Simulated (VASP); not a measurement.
K: relaxation of cell and atoms with BLYP

K:

```xyz
4
Lattice="4.6549 0.0000 0.0000 -2.3275 4.0313 0.0000 0.0000 0.0000 15.2030" Properties=species:S:1:pos:R:3 pbc="T T T"
K     0.0000    0.0000    0.0000
K     0.0000    0.0000    7.6015
K     0.0000    2.6875    3.8008
K     2.3275    1.3438   11.4023
```

This isn't the form of K at room conditions, which is bcc.

- Program: VASP 6.6.1
- Task: relaxation of cell and atoms
- Functional: BLYP
- Potentials or basis: VASP PAW PBE potentials, release 64 (K_sv)
- Cutoff: 600 eV
- k mesh: 8 × 8 × 2
- Occupations: fermi-dirac, width 0.1 eV
- Spin: no spin polarisation
- Dipole correction: no
- Further INCAR settings: ALGO = Normal; EDIFF = 1e-07; IBRION = 2; EDIFFG = -0.01; NSW = 80; ISIF = 3

* Relaxed volume: 76.18 Å³/atom
* Relaxed cell: a = 4.761 Å, b = 4.761 Å, c = 15.521 Å, α = 90.00°, β = 90.00°, γ = 120.00°
* Space group after relaxing (to 0.1 Å): P6_3/mmc (No. 194)
* Energy gained by relaxing: 3.5 meV/atom
* Ionic steps: 5
* Pressure after relaxing: 0.0 GPa
* Band gap on the k mesh: zero (bands 18 and 19 overlap by 2.07 eV)

The path:
| step | energy change (eV) | largest force (eV/Å) | pressure (GPa) | volume (Å³) |
| --- | --- | --- | --- | --- |
| 1 | 0.0000 | 0.0000 | 0.23 | 285.29 |
| 2 | -0.0056 | 0.0000 | 0.17 | 289.60 |
| 3 | -0.0111 | 0.0000 | 0.09 | 295.97 |
| 4 | -0.0134 | 0.0000 | -0.04 | 308.99 |
| 5 | -0.0139 | 0.0000 | 0.00 | 304.74 |

Final structure:
```
CELL_PARAMETERS angstrom
4.76142 0.00000 0.00000
-2.38071 4.12351 0.00000
0.00000 0.00000 15.52097
ATOMIC_POSITIONS crystal
K 0.00000 0.00000 0.00000
K 0.00000 0.00000 0.50000
K 0.33333 0.66667 0.25000
K 0.66667 0.33333 0.75000
```

Levels at points of the mesh, in eV from the Fermi level:
```
           k point  band 15  band 16  band 17  band 18  band 19  band 20  band 21  band 22
(0.00, 0.00, 0.00)   -15.79   -15.79    -2.09    -1.39    -1.39     0.27     0.66     2.68
(0.50, 0.00, 0.00)   -15.80   -15.80     0.13     0.26     0.60     0.67     0.89     0.91
(0.00, 0.00, 0.50)   -15.79   -15.79    -1.91    -1.91    -0.58    -0.58     1.61     1.61
(0.50, 0.00, 0.50)   -15.80   -15.80     0.24     0.24     0.45     0.45     1.26     1.26
```

Wall time 12 min on 1 thread of Intel(R) Xeon(R) Platinum 8488C (Sapphire Rapids) (shared host), peak memory 0.53 GiB.

Caveat: the PAW data sets were made with another functional, which shifts forces and pressure a little.
